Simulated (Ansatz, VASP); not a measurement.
LaTaTl3 in VASP and in Ansatz

INCAR

```
SYSTEM = LaTaTl3
PREC = Accurate
ENCUT = 520
EDIFF = 1E-6
ISMEAR = 0
SIGMA = 0.1
LREAL = .False.
LASPH = .True.
NELM = 80
ALGO = Normal
ISIF = 2
LWAVE = .False.
LCHARG = .True.
GGA = PE
LELF = .True.
LVHAR = .True.
NBANDS = 38
```

Contents of KPOINTS:

```
regular mesh
0
Gamma
  4 4 2
  0 0 0
```

File POSCAR:

```
LaTaTl3
1.0
    4.7412990500      0.0000000000      0.0000000000
    0.0000000000      4.7412990500      0.0000000000
    0.0000000000      0.0000000000      7.5103116000
La Ta Tl
1 1 3
Direct
    0.0000000000      0.0000000000      0.0000000000
    0.5000000000      0.5000000000      0.0000000000
    0.0000000000      0.0000000000      0.5000000000
    0.5000000000      0.5000000000      0.2915944300
    0.5000000000      0.5000000000      0.7084055700
```

Input for Ansatz:

```yaml
crystal:
  lattice:
    - [4.74129905, 0.0, 0.0]
    - [0.0, 4.74129905, 0.0]
    - [0.0, 0.0, 7.5103116]
  atoms:
    - { symbol: La, position: [0.0, 0.0, 0.0] }
    - { symbol: Ta, position: [0.5, 0.5, 0.0] }
    - { symbol: Tl, position: [0.0, 0.0, 0.5] }
    - { symbol: Tl, position: [0.5, 0.5, 0.29159443] }
    - { symbol: Tl, position: [0.5, 0.5, 0.70840557] }
basis:
  ecutwfc: 420
kpoints:
  mp_grid: { grid: [4, 4, 2] }
hamiltonian:
  xc: pbe
scf:
  occupations: { method: gaussian, width: 0.1 }
  lower_state_search: "off"
output:
  forces: true
  stress: true
  eigenvalues: true
```

Alike in both runs: task single point; functional PBE; k mesh 4 × 4 × 2; occupations gaussian, width 0.1 eV; no spin polarisation.

|  | VASP | Ansatz |
| --- | --- | --- |
| version | VASP 6.6.1 | Ansatz 0.2.0 |
| potentials or method | VASP PAW PBE potentials, release 64 (La, Ta_pv, Tl_d), cutoff 520 eV | scalar-relativistic, plane waves, PAW |
| valence electrons in the cell | 61 | 63 |

|  | VASP | Ansatz | Ansatz less VASP |
| --- | --- | --- | --- |
| gap on the k mesh at the Fermi level (eV) | none | none | - |
| pressure (GPa) | 12.6 | 12.6 | +0.03 |
| traceless stress, the component that is largest in VASP (GPa) | 35.19 | 35.21 | +0.023 |
| rms of the force components (eV/Å) | 4.426 | 4.419 | -0.0071 |

Atom by atom the forces differ by 0.007 eV/Å (rms over components). A gap of «none» marks a metal or a gap that the smearing closes. VASP's potentials hold 61 valence electrons a cell and Ansatz's 63, so a difference there can come from the potentials and not from the codes.

The k mesh is coarse, so the values compare programs but aren't converged. Spin-orbit coupling is off throughout.
